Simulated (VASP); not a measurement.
BN: single point with r2SCAN

Crystal: BN.

```xyz
4
Lattice="2.4987 0.0000 0.0000 -1.2494 2.1640 0.0000 0.0000 0.0000 6.6294" Properties=species:S:1:pos:R:3 pbc="T T T"
B     0.0000    1.4426    1.6574
B     1.2494    0.7213    4.9721
N     0.0000    1.4426    4.9721
N     1.2494    0.7213    1.6574
```

| Property | Result |
| --- | --- |
| Program | VASP 6.6.1 |
| Task | single point |
| Functional | r2SCAN |
| Potentials or basis | VASP PAW PBE potentials, release 64 (B, N) |
| Cutoff | 520 eV |
| k mesh | 12 × 12 × 4 |
| Occupations | gaussian, width 0.02 eV |
| Spin | no spin polarisation |

```json
{"Pressure": "1.4 GPa", "Band gap on the k mesh": "4.88 eV, indirect (least direct gap 5.32 eV)"}
```

Stress tensor (GPa, compression positive):
```
1.73 0.00 0.00
0.00 1.73 0.00
0.00 0.00 0.72
```

Levels at points of the mesh, in eV from the valence-band top:
```tsv
k point	band 6	band 7	band 8	band 9	band 10	band 11
(0.00, 0.00, 0.00)	-1.34	-1.31	-1.31	5.65	11.13	12.35
(0.50, 0.00, 0.00)	-4.23	-1.45	-0.43	4.88	6.36	10.27
(0.00, 0.00, 0.50)	-1.32	-1.32	-1.32	8.16	8.16	12.42
(0.50, 0.00, 0.50)	-4.26	-0.92	-0.92	5.36	5.36	10.71
```

It took 57 s on 1 thread of Intel(R) Xeon(R) 6975P-C (Granite Rapids), with other jobs on the host, peak memory 0.17 GiB.

Caveat: the PAW data sets were made with another functional, which shifts forces and pressure a little. r2SCAN opens gaps a little over a GGA but as a rule still falls short of measured ones.
